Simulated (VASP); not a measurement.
# Pb (Fm-3m) in VASP: further runs

Pb is run at these levels: PBE; tasks: single point, relaxation of cell and atoms.

Everything below comes from runs of VASP 6.6.1. Logs are shortened: lines on timing, memory, paths and dates and some standing lists are left out, and cuts for length are marked.

## 1. The cell of the first run

The structure is cubic, space group Fm-3m (No. 225). The conventional cell has a = 4.654 Å, b = 4.654 Å, c = 4.654 Å, α = 90.00°, β = 90.00°, γ = 90.00°. Within 4.3 Å of Pb (site symmetry m-3m) lie 12 Pb at 3.29 Å.

## 2. Single point, PBE

The input, INCAR:

```
PREC     = Accurate       # precision mode
ENCUT    = 520            # plane-wave cutoff, eV
EDIFF    = 1E-6           # SCF threshold, eV
ISMEAR   = -1             # smearing method
SIGMA    = 0.1            # smearing width, eV
LREAL    = False          # projectors in reciprocal space
LASPH    = True           # aspherical terms in the spheres
NELM     = 60             # most SCF steps
ALGO     = Normal         # electronic algorithm
ISIF     = 2              # what is computed and relaxed
LWAVE    = False          # write WAVECAR
LCHARG   = False          # write CHGCAR
GGA      = PE             # functional
NBANDS   = 13             # bands
```

The input, KPOINTS:

```
regular mesh
0
Gamma
  14 14 14
```

The input, POSCAR:

```
Pb
1.0
    0.0000000000      2.3270161102      2.3270161102
    2.3270161102      0.0000000000      2.3270161102
    2.3270161102      2.3270161102      0.0000000000
Pb
1
Direct
    0.0000000000      0.0000000000      0.0000000000
```

Potentials or basis: VASP PAW PBE potentials, release 64 (Pb_d).

On the command line:

```
> cat potpaw_PBE.64/Pb_d/POTCAR > POTCAR
> mpirun -np 1 vasp_std > vasp.out
```

OUTCAR:

```text
PREC = Accurate
   ENCUT = 520
   EDIFF = 1E-6
   ISMEAR = -1
   LREAL = False
   LASPH = True
   NELM = 60
   ISIF = 2
   GGA = PE

 ion  position               nearest neighbor table
   1  0.000  0.000  0.000-

  LATTYP: Found a face centered cubic cell.
 ALAT       =     4.6540322204

  Lattice vectors:

 A1 = (   0.0000000000,   2.3270161102,   2.3270161102)
 A2 = (   2.3270161102,   0.0000000000,   2.3270161102)
 A3 = (   2.3270161102,   2.3270161102,   0.0000000000)

Analysis of symmetry for initial positions (statically):
=====================================================================
 Subroutine PRICEL returns:
 Original cell was already a primitive cell.

 Routine SETGRP: Setting up the symmetry group for a
 face centered cubic supercell.

 Subroutine GETGRP returns: Found 48 space group operations
 (whereof 48 operations were pure point group operations)
 out of a pool of 48 trial point group operations.

The static configuration has the point symmetry O_h .

Analysis of symmetry for dynamics (positions and initial velocities):
=====================================================================
 Subroutine PRICEL returns:
 Original cell was already a primitive cell.

 Routine SETGRP: Setting up the symmetry group for a
 face centered cubic supercell.

 Subroutine GETGRP returns: Found 48 space group operations
 (whereof 48 operations were pure point group operations)
 out of a pool of 48 trial point group operations.

The dynamic configuration has the point symmetry O_h .

 Subroutine INISYM returns: Found 48 space group operations
 (whereof 48 operations are pure point group operations),
 and found     1 'primitive' translations

----------------------------------------------------------------------------------------

                                     Primitive cell

  volume of cell :      25.2016

  direct lattice vectors                    reciprocal lattice vectors
     0.000000000  2.327016110  2.327016110    -0.214867442  0.214867442  0.214867442
     2.327016110  0.000000000  2.327016110     0.214867442 -0.214867442  0.214867442
     2.327016110  2.327016110  0.000000000     0.214867442  0.214867442 -0.214867442

  length of vectors
     3.290897743  3.290897743  3.290897743     0.372161327  0.372161327  0.372161327

  position of ions in fractional coordinates (direct lattice)
     0.000000000  0.000000000  0.000000000

  ion indices of the primitive-cell ions
   primitive index   ion index
                 1           1

----------------------------------------------------------------------------------------

 KPOINTS: regular mesh

Automatic generation of k-mesh.
 Grid dimensions read from file:
 generate k-points for:   14   14   14

 Generating k-lattice:

  Cartesian coordinates                     Fractional coordinates (reciprocal lattice)
    -0.015347674  0.015347674  0.015347674     0.071428571  0.000000000  0.000000000
     0.015347674 -0.015347674  0.015347674     0.000000000  0.071428571  0.000000000
     0.015347674  0.015347674 -0.015347674     0.000000000  0.000000000  0.071428571

  Length of vectors
     0.026582952  0.026582952  0.026582952

  Shift w.r.t. Gamma in fractional coordinates (k-lattice)
     0.000000000  0.000000000  0.000000000

 Subroutine IBZKPT returns following result:
 ===========================================

 Found    104 irreducible k-points:

 Following reciprocal coordinates:
            Coordinates               Weight
  0.000000  0.000000  0.000000      1.000000
  0.071429  0.000000  0.000000      8.000000
  0.142857  0.000000  0.000000      8.000000
  0.214286  0.000000  0.000000      8.000000
  0.285714  0.000000  0.000000      8.000000
  0.357143  0.000000  0.000000      8.000000
[... 16 lines left out ...]
  0.214286  0.142857  0.000000     24.000000
  0.285714  0.142857  0.000000     24.000000
 [... further k-points ...]
   k-points           NKPTS =    104   k-points in BZ     NKDIM =    104   number of bands    NBANDS=     13
   number of dos      NEDOS =    301   number of ions     NIONS =      1
   total plane-waves  NPLWV =  13824
   dimension x,y,z NGX =    24 NGY =   24 NGZ =   24
   dimension x,y,z NGXF=    48 NGYF=   48 NGZF=   48
   ions per type =               1
   NGX,Y,Z   is equivalent  to a cutoff of  12.12, 12.12, 12.12 a.u.
   NGXF,Y,Z  is equivalent  to a cutoff of  24.25, 24.25, 24.25 a.u.
 SYSTEM =  unknown system
   PREC   = accura    normal or accurate (medium, high low for compatibility)
   ISTART =      0    job   : 0-new  1-cont  2-samecut
   ICHARG =      2    charge: 1-file 2-atom 10-const
   ISPIN  =      1    spin polarized calculation?
   LNONCOLLINEAR =      F non collinear calculations
   LSORBIT =      F    spin-orbit coupling
   LASPH  =      T    aspherical Exc in radial PAW
   ENCUT  =  520.0 eV  38.22 Ry    6.18 a.u.   6.12  6.12  6.12*2*pi/ulx,y,z
   NELM   =     60;   NELMIN=  2; NELMDL= -5     # of ELM steps
   EDIFF  = 0.1E-05   stopping-criterion for ELM
   LREAL  =      F    real-space projection
   EDIFFG = 0.1E-04   stopping-criterion for IOM
   NSW    =      0    number of steps for IOM
   IBRION =     -1    ionic relax: 0-MD 1-quasi-New 2-CG
   NFREE  =      0    steps in history (QN), initial steepest desc. (CG)
   ISIF   =      2    stress and relaxation
   ISYM   =      2    0-nonsym 1-usesym 2-fastsym
   POTIM  = 0.5000    time-step for ionic-motion
   TEBEG  =    0.0;   TEEND  =   0.0 temperature during run
   PSTRESS=    0.0 pullay stress
   NELECT =      14.0000    total number of electrons
   NUPDOWN=      -1.0000    fix difference up-down
   EMIN   =  10.00;   EMAX   =-10.00  energy-range for DOS
   EFERMI =   0.00;   METHOD = LEGACY
   ISMEAR =    -1;   SIGMA  =   0.10  broadening in eV -4-tet -1-fermi 0-gaus
   EFERMI_NEDOS =   21; number of points for ismear=-14 and -15
   IALGO  =     38    algorithm
   IMIX   =      4    mixing-type and parameters
     AMIX     =   0.40;   BMIX     =  1.00
     AMIX_MAG =   1.60;   BMIX_MAG =  1.00
  volume/ion in A,a.u.               =      25.20       170.07
  Fermi-wavevector in a.u.,A,eV,Ry     =   1.345782  2.543160 24.641917  1.811130
  Thomas-Fermi vector in A             =   2.473667
   LORBIT       =      0    0 simple, 1 ext, 2 COOP (PROOUT), +10 PAW based schemes
   GGA     = PE    functional components
   LHFCALC =     F    Hartree Fock is set to
   AEXX    =    0.0000 exact exchange contribution
   IVDW    =     0    specifies the selected vdW correction
   LEPSILON=     F    determine dielectric tensor
   LRPA    =     F    only Hartree local field effects (RPA)
 non-spin polarized calculation
  energy-cutoff  :      520.00
  volume of cell :       25.20
 maximum number of plane-waves:       700
   NGX = 13   NGY = 13   NGZ = 13

 number of electron      13.9999995 magnetization

 Free energy of the ion-electron system (eV)
  ---------------------------------------------------
  ext. energy  EPLUGINS =         0.00000000
  ---------------------------------------------------
  free energy    TOTEN  =        -3.28834917 eV

  energy without entropy =       -3.27256789  energy(sigma->0) =       -3.28045853

 E-fermi :   9.6799     XC(G=0): -11.1062

 val. band max:        9.6576979855   @ k =   0.3571   0.1429   0.0714
 cond. band min:       9.6909894109   @ k =   0.4286   0.2857   0.1429
 fundamental gap:      0.0332914254
 Fermi energy:         9.6798996706

 k-point     1 :       0.0000    0.0000    0.0000
  band No.  band energies     occupation
      1      -7.7191      2.00000
      2      -7.7191      2.00000
      3      -7.7191      2.00000
      4      -7.4762      2.00000
      5      -7.4762      2.00000
      6      -3.6067      2.00000
      7      18.4993      0.00000
      8      18.4993      0.00000
      9      18.4993      0.00000
     10      19.3575      0.00000
     11      23.2691      0.00000
     12      23.5365      0.00000
     13      23.5365      0.00000

 k-point     2 :       0.0714    0.0000    0.0000
  band No.  band energies     occupation
      1      -7.7209      2.00000
      2      -7.7067      2.00000
      3      -7.7067      2.00000
      4      -7.4776      2.00000
      5      -7.4776      2.00000
      6      -3.4885      2.00000
      7      17.0781      0.00000
      8      18.3584      0.00000
      9      18.3584      0.00000
     10      19.2860      0.00000
     11      23.4643      0.00000
     12      23.7675      0.00000
     13      23.7675      0.00000

 k-point     3 :       0.1429    0.0000    0.0000
  band No.  band energies     occupation
      1      -7.7281      2.00000
      2      -7.6784      2.00000
      3      -7.6784      2.00000
      4      -7.4745      2.00000
      5      -7.4745      2.00000
      6      -3.1304      2.00000
      7      14.5279      0.00000
      8      17.9935      0.00000
      9      17.9935      0.00000
     10      19.2449      0.00000
     11      23.2666      0.00000
     12      24.1620      0.00000
     13      24.1620      0.00000

 k-point     4 :       0.2143    0.0000    0.0000
  band No.  band energies     occupation
      1      -7.7439      2.00000
      2      -7.6594      2.00000
      3      -7.6594      2.00000
      4      -7.4471      2.00000
      5      -7.4471      2.00000
      6      -2.5272      2.00000
      7      11.9113      0.00000
      8      17.5163      0.00000
      9      17.5163      0.00000
     10      19.1906      0.00000
     11      22.4553      0.00000
     12      23.4428      0.00000
     13      23.4428      0.00000

 k-point     5 :       0.2857    0.0000    0.0000
  band No.  band energies     occupation
      1      -7.7676      2.00000
      2      -7.6649      2.00000
      3      -7.6649      2.00000
      4      -7.3883      2.00000
      5      -7.3883      2.00000
      6      -1.6814      2.00000
      7       9.4332      1.84366
      8      17.0258      0.00000
      9      17.0258      0.00000
     10      19.1049      0.00000
     11      21.7200      0.00000
     12      22.7920      0.00000
     13      22.7920      0.00000
[... 257 lines left out ...]
 k-point    22 :       0.1429    0.1429    0.0000
  band No.  band energies     occupation
      1      -7.7755      2.00000
      2      -7.6277      2.00000
      3      -7.6277      2.00000
      4      -7.5391      2.00000
      5      -7.4377      2.00000
      6      -2.9731      2.00000
      7      16.0514      0.00000
      8      16.3304      0.00000
      9      16.3304      0.00000
     10      18.4948      0.00000
     11      20.7805      0.00000
     12      25.4390      0.00000
     13      25.4959      0.00000

 k-point    23 :       0.2143    0.1429    0.0000
  band No.  band energies     occupation
      1      -7.7943      2.00000
      2      -7.6016      2.00000
      3      -7.5888      2.00000
      4      -7.5525      2.00000
      5      -7.4118      2.00000
      6      -2.5328      2.00000
      7      13.7754      0.00000
      8      15.6460      0.00000
      9      16.2588      0.00000
     10      18.7359      0.00000
     11      19.7630      0.00000
     12      25.2371      0.00000
     13      25.7837      0.00000

 k-point    24 :       0.2857    0.1429    0.0000
  band No.  band energies     occupation
      1      -7.8005      2.00000
      2      -7.6265      2.00000
      3      -7.5751      2.00000
      4      -7.5121      2.00000
      5      -7.3619      2.00000
      6      -1.8491      2.00000
      7      11.2977      0.00000
      8      15.1355      0.00000
      9      15.6900      0.00000
     10      18.4471      0.00000
     11      20.4731      0.00000
     12      24.9419      0.00000
     13      25.3657      0.00000

 [... further k-points ...]
[... 5 lines left out ...]
  --------------------------------------------------------------------------------------
  -------------------------------------------------------------------------------------
  Total        2.6602566      2.6602566      2.6602566      0.0000000      0.0000000     -0.0000000
  in kB      169.1242762    169.1242762    169.1242762      0.0000000      0.0000000     -0.0000000
  external PRESSURE =     169.1242762 kB  Pullay stress =       0.0000000 kB

 VOLUME and BASIS-vectors are now :
 -----------------------------------------------------------------------------
  energy-cutoff  :      520.00
  volume of cell :       25.20
      direct lattice vectors                 reciprocal lattice vectors
     0.000000000  2.327016110  2.327016110    -0.214867442  0.214867442  0.214867442
     2.327016110  0.000000000  2.327016110     0.214867442 -0.214867442  0.214867442
     2.327016110  2.327016110  0.000000000     0.214867442  0.214867442 -0.214867442

 POSITION                                       TOTAL-FORCE (eV/Angst)
 -----------------------------------------------------------------------------------
      0.00000      0.00000      0.00000        -0.000000     -0.000000     -0.000000
 -----------------------------------------------------------------------------------
    total drift:                               -0.000000     -0.000000      0.000000

  FREE ENERGIE OF THE ION-ELECTRON SYSTEM (eV)
  ---------------------------------------------------
  free  energy   TOTEN  =        -3.2883491655 eV

  energy  without entropy=       -3.2725678901  energy(sigma->0) =       -3.28045853
```

It took 43 s on 1 thread of AMD EPYC 7R43 (Zen 3), shared host; peak memory 0.12 GiB.

What came out:

```
Free energy            : -3.2883 eV
Pressure               : 16.9 GPa
Band gap on the k mesh : zero (band 7 reaches 18.50 eV, above the bottom of band 8 at 7.63 eV)
```

Levels at points of the mesh, in eV from the Fermi level:
| k point | band 4 | band 5 | band 6 | band 7 | band 8 | band 9 | band 10 | band 11 |
| --- | --- | --- | --- | --- | --- | --- | --- | --- |
| (0.00, 0.00, 0.00) | -17.16 | -17.16 | -13.29 | 8.82 | 8.82 | 8.82 | 9.68 | 13.59 |
| (0.50, 0.00, 0.00) | -16.93 | -16.93 | -8.43 | -5.33 | 6.54 | 6.54 | 9.16 | 11.19 |
| (0.50, 0.50, 0.00) | -16.88 | -16.88 | -6.54 | -4.20 | 2.12 | 2.12 | 5.91 | 7.20 |

Caveat: spin-orbit coupling is left out, which moves the levels of the heavy elements.

(Part 1 of 2 ends here.)
